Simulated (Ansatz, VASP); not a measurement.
## MnIr in VASP and in Ansatz

```
CELL_PARAMETERS angstrom
2.72590 0.00000 0.00000
0.00000 2.72590 0.00000
0.00000 0.00000 7.28600
ATOMIC_POSITIONS crystal
Mn 0.50000 0.50000 0.25000
Mn 0.50000 0.50000 0.75000
Ir 0.00000 0.00000 0.00000
Ir 0.00000 0.00000 0.50000
```

Alike in both runs: task single point; functional PBEsol; k mesh 13 × 13 × 5; occupations fermi-dirac, width 0.03 eV; collinear spin.

```csv
,VASP,Ansatz
version,VASP 6.6.1,Ansatz 0.2.0
potentials or method,"VASP PAW PBE potentials, release 64 (Mn_pv, Ir), cutoff 520 eV","all-electron LAPW, scalar-relativistic"
```

```csv
,VASP,Ansatz,Ansatz less VASP
pressure (GPa),-16.7,-17.5,-0.82
"traceless stress, the component that is largest in VASP (GPa)",4.78,4.98,+0.205
net moment per atom (μB),0.00,0.00,0.000
size of the moment on the site where the two differ most (μB),2.07,2.04,-0.030
```

VASP's potentials were made for PBE, not for PBEsol. Site moments also hang on the region over which each program counts them. Ansatz ran all-electron here, and VASP with PAW potentials.

Neither program's run includes spin-orbit coupling.
